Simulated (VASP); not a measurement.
A run of VASP 6.6.1 is set up as follows.

File INCAR:

```
SYSTEM = BN
ALGO = Normal
EDIFF = 1E-6
ENCUT = 520
GGA = PE
ISIF = 2
ISMEAR = 0
LASPH = .True.
LCHARG = .False.
LREAL = .False.
LWAVE = .False.
NBANDS = 16
NELM = 60
PREC = Accurate
SIGMA = 0.01
```

Contents of KPOINTS:

```
k-points
0
Gamma
  9 9 6
  0 0 0
```

File POSCAR:

```
BN
1.0
    2.5545044047      0.0000000000      0.0000000000
   -1.2772522023      2.2122657085      0.0000000000
    0.0000000000      0.0000000000      4.2245317610
B N
2 2
Direct
    0.6666666667      0.3333333333      0.0001896661
    0.3333333333      0.6666666667      0.5001896661
    0.6666666667      0.3333333333      0.3748103339
    0.3333333333      0.6666666667      0.8748103339
```

Potentials or basis: VASP PAW PBE potentials, release 64 (B, N).

Launch:

```sh
$ cat potpaw_PBE.64/B/POTCAR potpaw_PBE.64/N/POTCAR > POTCAR
$ mpirun -np 1 vasp_std > vasp.out
```

Estimate the pressure.

0.2 GPa.

Predict the band gap on the k mesh.

5.21 eV (least direct gap 8.23 eV).

Caveat: an odd mesh through Γ misses points on the zone boundary, where band edges can lie.
